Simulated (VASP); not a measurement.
Input of a VASP 6.6.1 run:

File INCAR:

```
SYSTEM = Al2Cu
ALGO     = Normal         ! electronic algorithm
DIPOL    = 0.5 0.5 0.492
EDIFF    = 1E-6           ! SCF threshold, eV
ENCUT    = 520            ! plane-wave cutoff, eV
GGA      = PS             ! functional
IDIPOL   = 3            
ISIF     = 2              ! what is computed and relaxed
ISMEAR   = 0              ! smearing method
LASPH    = .True.         ! aspherical terms in the spheres
LCHARG   = .False.        ! write CHGCAR
LDIPOL   = .True.       
LREAL    = .False.        ! projectors in reciprocal space
LWAVE    = .False.        ! write WAVECAR
NBANDS   = 46             ! bands
NELM     = 80             ! most SCF steps
PREC     = Accurate       ! precision mode
SIGMA    = 0.1            ! smearing width, eV
```

KPOINTS

```
k-points
0
Gamma
  15 15 1
  0 0 0
```

POSCAR

```
Al2Cu
1.0
    4.0606750000      0.0000000000      0.0000000000
    0.0000000000      4.0606750000      0.0000000000
    0.0000000000      0.0000000000     27.9788289869
Al Cu
8 4
Direct
    0.5000000000      0.0000000000      0.3216717899
    0.0000000000      0.5000000000      0.3216717899
    0.0000000000      0.5000000000      0.4235736200
    0.5000000000      0.0000000000      0.4235736200
    0.5000000000      0.0000000000      0.5262816934
    0.0000000000      0.5000000000      0.5262816934
    0.0000000000      0.5000000000      0.6281226326
    0.5000000000      0.0000000000      0.6281226326
    0.0000000000      0.0000000000      0.3726227099
    0.5000000000      0.5000000000      0.4745245400
    0.0000000000      0.0000000000      0.5772313864
    0.5000000000      0.5000000000      0.6751352994
```

Potentials or basis: VASP PAW PBE potentials, release 64 (Al, Cu).

The run is started by

```console
$ cat potpaw_PBE.64/Al/POTCAR potpaw_PBE.64/Cu/POTCAR > POTCAR
$ mpirun -np 1 vasp_std > vasp.out
```

Question: What does it give for the largest force?

Answer: 0.236 eV/Å.

Question: What does it give for the band gap on the k mesh?

Answer: Zero (bands 34 and 35 overlap by 2.17 eV).

Forces on the atoms (eV/Å):
```
Al   0.000  0.000  0.117
Al   0.000  0.000  0.117
Al   0.000  0.000 -0.084
Al   0.000  0.000 -0.084
Al   0.000  0.000  0.005
Al   0.000  0.000  0.005
Al   0.000  0.000  0.037
Al   0.000  0.000  0.037
Cu   0.000  0.000 -0.236
Cu   0.000  0.000  0.183
Cu   0.000  0.000 -0.097
Cu   0.000  0.000  0.001
```

Caveat: the PAW data sets were made with another functional, which shifts forces and pressure a little.
